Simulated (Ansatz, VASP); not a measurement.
PN in VASP and in Ansatz

```
P N
1.0
     2.65551    0.00000    0.00000
     0.00000    2.65551    0.00000
     0.00000    0.00000    2.64155
P N
1 1
Direct
  0.00000 0.00000 0.50000
  0.50000 0.50000 0.50000
```

Alike in both runs: task single point; functional PBE; dispersion D3(BJ); k mesh 6 × 6 × 6; occupations gaussian, width 0.1 eV; collinear spin.

```csv
,VASP,Ansatz
version,VASP 6.6.1,Ansatz 0.2.0
potentials or method,"VASP PAW PBE potentials, release 64 (P, N), cutoff 520 eV","scalar-relativistic, plane waves, PAW"
valence electrons in the cell,10,10
```

|  | VASP | Ansatz | Ansatz less VASP |
| --- | --- | --- | --- |
| gap on the k mesh at the Fermi level (eV) | none | none | - |
| pressure (GPa) | -0.8 | -0.1 | +0.61 |
| traceless stress, the component that is largest in VASP (GPa) | 0.66 | 0.16 | -0.498 |
| net moment per atom (μB) | 0.00 | 0.00 | 0.000 |

A gap of «none» marks a metal or a gap that the smearing closes. Ansatz's warnings: seeded moment not kept.

The k mesh is coarse, so the values compare programs but aren't converged.
